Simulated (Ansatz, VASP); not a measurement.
**SnO2: VASP beside Ansatz**

```
Sn O
1.0
     4.72013    0.00000    0.00000
     0.00000    4.72063    0.00000
     0.00000    0.00000    3.26312
Sn O
2 4
Direct
  0.50000 0.50000 0.50147
  0.00000 0.00000 0.99853
  0.30599 0.30617 0.99059
  0.80599 0.19383 0.50941
  0.19401 0.80617 0.50941
  0.69401 0.69383 0.99059
```

Change from the starting cell: mode 14 frozen in at -0.030 Å, normal strain along z +0.0233.

Alike in both runs: task single point; functional LDA; k mesh 6 × 6 × 8; occupations gaussian, width 0.05 eV; no spin polarisation.

|  | VASP | Ansatz |
| --- | --- | --- |
| version | VASP 6.6.1 | Ansatz 0.2.0 |
| potentials or method | VASP PAW LDA potentials, release 64 (Sn_d, O), cutoff 520 eV | scalar-relativistic, plane waves, PAW |
| valence electrons in the cell | 52 | 52 |

VASP gave:

* gap on the k mesh at the Fermi level (eV): 0.87
* least direct gap on the mesh (eV): 0.87
* pressure (GPa): -4.0
* traceless stress, the component that is largest in VASP (GPa): -3.81
* rms of the force components (eV/Å): 0.314

Q: Which values does Ansatz return?

A: gap on the k mesh at the Fermi level (eV): 0.84; least direct gap on the mesh (eV): 0.84; pressure (GPa): -5.3; traceless stress, the component that is largest in VASP (GPa): -4.07; rms of the force components (eV/Å): 0.303.

Ansatz warns that its potentials were made for another functional, while VASP's fit it. LDA's correlation is that of Perdew and Zunger in VASP and of Perdew and Wang (1992) in Ansatz. Atom by atom the forces differ by 0.015 eV/Å (rms over components).
